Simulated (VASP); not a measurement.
Write the native input for VASP 6.6.1 that does the following.

```
Task                   : single point
Functional             : r2SCAN
Potentials or basis    : VASP PAW PBE potentials, release 64 (Be, B)
Cutoff                 : 520 eV
k mesh                 : 8 × 8 × 8
Occupations            : gaussian, width 0.05 eV
Spin                   : no spin polarisation
Dipole correction      : no
Further INCAR settings : ALGO = Normal; EDIFF = 1e-06; NBANDS = 10
```

Crystal: BeB.

```xyz
2
Lattice="0.0000 1.9666 1.9666 1.9666 0.0000 1.9666 1.9666 1.9666 0.0000" Properties=species:S:1:pos:R:3 pbc="T T T"
Be   -0.0275    0.0195    0.0298
B     0.9264    0.9792    1.0357
```

The input as run:

POSCAR

```
BeB
1.0
    0.0000000000      1.9666366700      1.9666366700
    1.9666366700      0.0000000000      1.9666366700
    1.9666366700      1.9666366700      0.0000000000
Be B
1 1
Direct
    0.0195340000     -0.0043910000     -0.0095990000
    0.2767160000      0.2499000000      0.2211710000
```

INCAR.step1

```
SYSTEM = BeB
PREC = Accurate
ENCUT = 520
ISMEAR = 0
SIGMA = 0.05
LREAL = .FALSE.
LASPH = .TRUE.
NELM = 100
NBANDS = 10
GGA = PE
ALGO = Normal
EDIFF = 1E-4
LWAVE = .TRUE.
LCHARG = .FALSE.
```

INCAR.step2

```
SYSTEM = BeB
PREC = Accurate
ENCUT = 520
EDIFF = 1E-6
ISMEAR = 0
SIGMA = 0.05
LREAL = .FALSE.
LASPH = .TRUE.
NELM = 100
ALGO = Normal
ISIF = 2
LWAVE = .FALSE.
LCHARG = .FALSE.
METAGGA = R2SCAN
LMIXTAU = .TRUE.
NBANDS = 10
ISTART = 1
```

KPOINTS

```
Automatic mesh
0
G
  8 8 8
  0 0 0
```

Potentials or basis: VASP PAW PBE potentials, release 64 (Be, B).

Run with:

```sh
$ cat potpaw_PBE.64/Be/POTCAR potpaw_PBE.64/B/POTCAR > POTCAR
$ cp INCAR.step1 INCAR
$ mpirun -np 1 vasp_std > vasp.out
$ cp INCAR.step2 INCAR
$ mpirun -np 1 vasp_std > vasp.out
```

It gave:

```
Pressure      : 64.6 GPa
Largest force : 0.585 eV/Å
```

Caveat: the PAW data sets were made with another functional, which shifts forces and pressure a little.

Run time: 82 s on 1 thread of Intel(R) Xeon(R) Platinum 8488C (Sapphire Rapids) (shared host), peak memory 0.16 GiB.
